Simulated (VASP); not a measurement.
Here is a VASP 6.6.1 calculation.

The input INCAR:

```
SYSTEM = WS2
  PREC = Accurate
  ENCUT = 520
  EDIFF = 1E-7
  ISMEAR = -1
  SIGMA = 0.05
  LREAL = .FALSE.
  LASPH = .TRUE.
  NELM = 100
  ALGO = Normal
  ISIF = 2
  LWAVE = .FALSE.
  LCHARG = .TRUE.
  GGA = PE
  LELF = .TRUE.
  LVHAR = .TRUE.
  NBANDS = 35
```

File KPOINTS:

```
regular mesh
0
G
  10 10 3
  0 0 0
```

POSCAR

```
WS2
1.0
    3.1891286433      0.0000000000      0.0000000000
   -1.5945643217      2.7618664211      0.0000000000
    0.0000000000      0.0000000000     14.8107685076
W S
2 4
Direct
    0.6666666667      0.3333333333      0.7500000000
    0.3333333333      0.6666666667      0.2500000000
    0.6666666667      0.3333333333      0.3560988936
    0.3333333333      0.6666666667      0.8560988936
    0.6666666667      0.3333333333      0.1439011064
    0.3333333333      0.6666666667      0.6439011064
```

Potentials or basis: VASP PAW PBE potentials, release 64 (W_sv, S).

The run is started by

```console
$ cat potpaw_PBE.64/W_sv/POTCAR potpaw_PBE.64/S/POTCAR > POTCAR
$ mpirun -np 1 vasp_std > vasp.out
```

**Question.** Predict the largest force.

**Answer.** 0.013 eV/Å.

**Question.** Predict the band gap on the k mesh.

**Answer.** 1.77 eV, indirect (least direct gap 2.14 eV).

Forces on the atoms (eV/Å):
```
W    0.000  0.000  0.000
W    0.000  0.000  0.000
S    0.000  0.000 -0.013
S    0.000  0.000 -0.013
S    0.000  0.000  0.013
S    0.000  0.000  0.013
```

Caveat: spin-orbit coupling is left out, which moves the levels of the heavy elements. A k mesh can miss the band edges.
